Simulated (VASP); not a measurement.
# Cu3Mo: relaxation of cell and atoms with PBE

The system is Cu3Mo.

```
Cu Mo
1.0
     3.75818    0.00000    0.00000
     0.00000    3.75818    0.00000
     0.00000    0.00000    3.75818
Cu Mo
3 1
Cartesian
  0.0000 1.8791 1.8791
  1.8791 0.0000 1.8791
  1.8791 1.8791 0.0000
  0.0000 0.0000 0.0000
```

The cell was generated, and may not be a known phase.

* Program: VASP 6.6.1
* Task: relaxation of cell and atoms
* Functional: PBE
* Potentials or basis: VASP PAW PBE potentials, release 64 (Cu, Mo_sv)
* Cutoff: 600 eV
* k mesh: 12 × 12 × 12
* Occupations: gaussian, width 0.1 eV
* Spin: collinear spin
* Starting moments: [0.19, 0.19, 0.19, 1.01] μB
* Dipole correction: no
* Further INCAR settings: ALGO = Fast; EDIFF = 1e-06; IBRION = 2; EDIFFG = -0.01; NSW = 100; ISIF = 3

```json
{
 "Relaxed volume": "13.37 Å³/atom",
 "Relaxed cell": "a = 3.768 Å, b = 3.768 Å, c = 3.768 Å, α = 90.00°, β = 90.00°, γ = 90.00°",
 "Space group after relaxing (to 0.1 Å)": "Pm-3m (No. 221)",
 "Energy gained by relaxing": "0.4 meV/atom",
 "Ionic steps": "7",
 "Pressure after relaxing": "0.0 GPa",
 "Net moment": "1.63 μB per cell",
 "Site moments": "Cu +0.15; Mo +1.04 μB",
 "Valence electrons inside the program's atomic spheres": "Cu 10.01; Mo 12.25"
}
```

Step by step:
```tsv
step	energy change (eV)	largest force (eV/Å)	pressure (GPa)	volume (Å³)
1	0.0000	0.0000	1.26	53.08
2	-0.0006	0.0000	-1.10	53.89
3	-0.0018	0.0000	0.13	53.53
4	-0.0017	0.0000	-0.23	53.57
5	-0.0018	0.0000	-0.30	53.54
6	-0.0015	0.0000	0.55	53.36
7	-0.0018	0.0000	0.04	53.50
```

Final structure:
```yaml
crystal:
  lattice:
    - [3.76797, 0.00000, 0.00000]
    - [0.00000, 3.76797, 0.00000]
    - [0.00000, 0.00000, 3.76797]
  atoms:
    - { symbol: Cu, position: [0.00000, 0.50000, 0.50000] }
    - { symbol: Cu, position: [0.50000, 0.00000, 0.50000] }
    - { symbol: Cu, position: [0.50000, 0.50000, 0.00000] }
    - { symbol: Mo, position: [0.00000, 0.00000, 0.00000] }
```

Levels at points of the mesh, in eV from the Fermi level:
Spin up:
```tsv
k point	band 21	band 22	band 23	band 24	band 25	band 26	band 27	band 28
(0.00, 0.00, 0.00)	0.08	0.08	1.31	1.31	1.31	2.08	2.08	2.08
(0.50, 0.00, 0.00)	-1.63	-0.90	-0.90	-0.41	0.76	1.20	6.72	6.72
(0.50, 0.50, 0.00)	-2.21	-0.44	-0.44	-0.33	-0.33	0.57	2.62	3.14
(0.50, 0.50, 0.50)	-0.40	-0.40	-0.40	0.04	0.04	0.04	1.24	1.24
```
Spin down:
| k point | band 20 | band 21 | band 22 | band 23 | band 24 | band 25 | band 26 | band 27 |
| --- | --- | --- | --- | --- | --- | --- | --- | --- |
| (0.00, 0.00, 0.00) | -1.45 | 0.51 | 0.51 | 2.01 | 2.01 | 2.01 | 2.22 | 2.22 |
| (0.50, 0.00, 0.00) | -1.86 | -1.45 | -0.29 | -0.29 | 0.05 | 1.42 | 1.90 | 6.96 |
| (0.50, 0.50, 0.00) | -2.29 | -2.04 | -0.16 | -0.16 | 0.22 | 0.22 | 1.27 | 3.14 |
| (0.50, 0.50, 0.50) | -0.73 | -0.03 | -0.03 | -0.03 | 0.25 | 0.25 | 0.25 | 1.88 |

It took 9.6 min on 4 MPI ranks on Oxide Virtual Turin-like Processor (shared host), peak memory 0.34 GiB a rank.
